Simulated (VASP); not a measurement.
Runs of VASP 6.6.1 on TiO2. The structure is that of space group P4_2/mnm (No. 136), or close to it. The cells are those of the table. 

```tsv
potentials or basis	cell	cutoff (eV)	gap on the mesh (eV)	pressure (GPa)	largest force (eV/Å)
VASP PAW PBE potentials, release 64 (Ti_sv, O_h)	a = 4.455, b = 4.455, c = 2.766 Å, 6 atoms	910	2.82	61.5	1.59
VASP PAW PBE potentials, release 64 (Ti_sv, O)	a = 4.640, b = 4.640, c = 2.886 Å, 6 atoms	520	(a)	16.8	0.52
VASP PAW PBE potentials, release 64 (Ti_sv, O)	a = 4.455, b = 4.455, c = 3.006 Å, 6 atoms	520	2.50	25.0	0.33
VASP PAW PBE potentials, release 64 (Ti_sv, O_h)	a = 4.269, b = 4.269, c = 3.006 Å, 6 atoms	910	2.76	54.6	0.16
VASP PAW PBE potentials, release 64 (Ti_sv, O)	a = 4.269, b = 4.269, c = 3.247 Å, 6 atoms	520	2.66	25.2	0.53
VASP PAW PBE potentials, release 64 (Ti_sv, O)	a = 4.455, b = 4.455, c = 2.886 Å, 6 atoms	520	(b)	41.4	0.84
VASP PAW PBE potentials, release 64 (Ti_sv, O)	a = 4.455, b = 4.455, c = 3.127 Å, 6 atoms	520	2.41	12.1	0.04
VASP PAW PBE potentials, release 64 (Ti_sv, O)	a = 4.640, b = 4.640, c = 2.766 Å, 6 atoms	520	2.60	33.2	1.13
```

Alike in all rows: task single point; level PBE+U; no spin polarisation; Ti d U = 4.0 eV; k mesh 6 × 6 × 10; smearing gaussian 0.05 eV.

Task: Estimate the missing entries.

Result: (a) 2.45; (b) 2.64.

Caveats: the cell stands under pressure; the cutoff is under 1.25 times the usual one of these potentials, so pressure, stress and relaxed cells hold a basis-set (Pulay) error (at least some runs); forces of over 1 eV/Å act on the atoms, so gaps and moduli don't describe the material at rest (at least some runs).

A k mesh can miss the band edges.
